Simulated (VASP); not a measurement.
A run of VASP 6.6.1 is set up as follows.

File INCAR:

```
SYSTEM = BiSbS
PREC     = Accurate       ! precision mode
ENCUT    = 520            ! plane-wave cutoff, eV
EDIFF    = 1E-6           ! SCF threshold, eV
ISMEAR   = 0              ! smearing method
SIGMA    = 0.1            ! smearing width, eV
LREAL    = .FALSE.        ! projectors in reciprocal space
LASPH    = .TRUE.         ! aspherical terms in the spheres
NELM     = 60             ! most SCF steps
ALGO     = Normal         ! electronic algorithm
ISIF     = 2              ! what is computed and relaxed
LWAVE    = .FALSE.        ! write WAVECAR
LCHARG   = .FALSE.        ! write CHGCAR
GGA      = PE             ! functional
NBANDS   = 20             ! bands
```

Contents of KPOINTS:

```
regular mesh
0
G
  6 6 4
  0 0 0
```

The input POSCAR:

```
BiSbS
1.0
    4.6405197900      0.0000000000      0.0000000000
   -2.3202599000      4.0188080300      0.0000000000
    0.0000000000      0.0000000000      4.6606438100
Sb Bi S
1 1 1
Direct
    0.3333333300      0.6666666700      0.5000000000
    0.6666666700      0.3333333300      0.5000000000
    0.0000000000      0.0000000000      0.0000000000
```

Potentials or basis: VASP PAW PBE potentials, release 64 (Sb, Bi_d, S).

Launch:

```bash
$ cat potpaw_PBE.64/Sb/POTCAR potpaw_PBE.64/Bi_d/POTCAR potpaw_PBE.64/S/POTCAR > POTCAR
$ mpirun -np 1 vasp_std > vasp.out
```

(1) What does it give for the pressure?

(2) Estimate the band gap on the k mesh.

Answers

(1) 9.0 GPa.

(2) zero (band 13 reaches 6.89 eV, above the bottom of band 14 at 4.53 eV).

Caveat: spin-orbit coupling is left out, which moves the levels of the heavy elements.
